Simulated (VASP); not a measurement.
The system is GaP (rocksalt type).

```
CELL_PARAMETERS angstrom
0.00000 2.34722 2.34722
2.34722 0.00000 2.34722
2.34722 2.34722 0.00000
ATOMIC_POSITIONS crystal
Ga 0.00000 0.00000 0.00000
P 0.50000 0.50000 0.50000
```

| Item | Value |
| --- | --- |
| Program | VASP 6.6.1 |
| Task | relaxation of cell and atoms |
| Functional | PBE |
| Potentials or basis | VASP PAW PBE potentials, release 64 (Ga_d, P) |
| Cutoff | 600 eV |
| k mesh | 15 × 15 × 15 |
| Occupations | fermi-dirac, width 0.05 eV |
| Spin | no spin polarisation |

At the start: pressure 47.3 GPa; volume 12.93 Å³/atom.

Question: Where does the relaxation end?

Answer: Over 20 steps the energy falls by 483.8 meV/atom and the volume is 17.18 Å³/atom (+32.9 %); space group Fm-3m (No. 225, to 0.05 Å).

The path:
```tsv
step	energy change (eV)	largest force (eV/Å)	pressure (GPa)	volume (Å³)
1	0.0000	0.0000	47.28	25.86
2	-0.5863	0.0000	-11.37	42.94
3	-0.9675	0.0000	-0.15	34.42
4	-0.9674	0.0000	0.29	34.23
5	-0.9674	0.0000	0.33	34.24
6	-0.9674	0.0000	0.26	34.24
7	-0.9674	0.0000	0.30	34.24
8	-0.9674	0.0000	0.32	34.24
9	-0.9674	0.0000	0.32	34.24
10	-0.9674	0.0000	0.32	34.24
11	-0.9674	0.0000	0.32	34.24
12	-0.9674	0.0000	0.32	34.24
13	-0.9674	0.0000	0.32	34.24
14	-0.9675	0.0000	0.32	34.25
15	-0.9675	0.0000	0.26	34.25
16	-0.9675	0.0000	0.19	34.26
17	-0.9675	0.0000	0.16	34.29
18	-0.9676	0.0000	0.08	34.34
19	-0.9675	0.0000	-0.15	34.43
20	-0.9676	0.0000	-0.04	34.37
```

Final structure:
```cif
data_structure
_symmetry_space_group_name_H-M 'P 1'
_symmetry_Int_Tables_number 1
_cell_length_a 3.6495
_cell_length_b 3.6495
_cell_length_c 3.6495
_cell_angle_alpha 60.000
_cell_angle_beta 60.000
_cell_angle_gamma 60.000
_cell_volume 34.37
loop_
_atom_site_label
_atom_site_type_symbol
_atom_site_fract_x
_atom_site_fract_y
_atom_site_fract_z
_atom_site_occupancy
Ga1 Ga 0.00000 0.00000 0.00000 1
P1 P 0.50000 0.50000 0.50000 1
```

Caveat: the volume moved by over 15 % at a fixed basis, so the end points are rough.
